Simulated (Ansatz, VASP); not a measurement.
## CdSe: VASP beside Ansatz

File POSCAR:

```
CdSe
1.0
    0.0000000000      2.8739580000      2.8739580000
    2.8739580000      0.0000000000      2.8739580000
    2.8739580000      2.8739580000      0.0000000000
Cd Se
1 1
Direct
    0.0000000000      0.0000000000      0.0000000000
    0.5000000000      0.5000000000      0.5000000000
```

File INCAR.step1:

```
SYSTEM = CdSe
PREC = Accurate
ENCUT = 440
EDIFF = 1E-5
ISMEAR = 0
SIGMA = 0.02
LREAL = .FALSE.
LASPH = .TRUE.
NELM = 120
ALGO = Normal
ISIF = 2
LWAVE = .TRUE.
LCHARG = .FALSE.
NBANDS = 16
GGA = PE
GGA_COMPAT = .FALSE.
```

File INCAR.step2:

```
SYSTEM = CdSe
PREC = Accurate
ENCUT = 440
EDIFF = 1E-6
ISMEAR = 0
SIGMA = 0.02
LREAL = .FALSE.
LASPH = .TRUE.
NELM = 120
ALGO = Normal
ISIF = 2
LWAVE = .FALSE.
LCHARG = .FALSE.
METAGGA = R2SCAN
LHFCALC = .TRUE.
AEXX = 0.25
LMIXTAU = .TRUE.
PRECFOCK = Normal
IVDW = 12
NBANDS = 16
ISTART = 1
VDW_S6 = 1.0
VDW_S8 = 1.1846
VDW_A1 = 0.4534
VDW_A2 = 5.8972
GGA_COMPAT = .FALSE.
```

Contents of KPOINTS:

```
Automatic mesh
0
G
  4 4 4
  0 0 0
```

input.yaml

```yaml
crystal:
  lattice: { a: 5.747916, b: 5.747916, c: 5.747916, alpha: 90.0, beta: 90.0, gamma: 90.0 }
  space_group: 225
  reduce_to_primitive: true
  atoms:
    - { symbol: Cd, wyckoff: "4a", position: [0.0, 0.0, 0.0] }
    - { symbol: Se, wyckoff: "4b", position: [0.5, 0.0, 0.0] }
hamiltonian:
  xc: r2scan0
  pseudopotentials: { kind: paw, partial_waves: polarizable }
  dispersion: d3bj
kpoints:
  mp_grid: { grid: [4, 4, 4] }
scf:
  occupations: { method: gaussian, width: 0.02 }
  n_extra_bands: 6
output:
  forces: true
  stress: true
  eigenvalues: true
  dos: { projected: false, de: 0.05 }
```

Alike in both runs: functional r2SCAN0; dispersion D3(BJ); k mesh 4 × 4 × 4; occupations gaussian, width 0.02 eV; no spin polarisation.

```csv
,VASP,Ansatz
version,VASP 6.6.1,Ansatz 0.2.0
potentials or method,"VASP PAW PBE potentials, release 64 (Cd, Se)",Ansatz PAW polarizable
plane-wave cutoff (eV),440,500
valence electrons in the cell,18,36
task,single point,density of states
```

Ansatz gave:

```
gap on the k mesh at the Fermi level (eV) : 1.40
least direct gap on the mesh (eV)         : 2.67
pressure (GPa)                            : -4.2
```

Q: Estimate VASP's values.

A: gap on the k mesh at the Fermi level (eV): 1.44; least direct gap on the mesh (eV): 2.69; pressure (GPa): -4.4.

VASP's potentials were made for PBE, not for r2SCAN0. VASP's potentials hold 18 valence electrons a cell and Ansatz's 36, so a difference there can come from the potentials and not from the codes.

The k mesh is coarse, so the values compare programs but aren't converged.
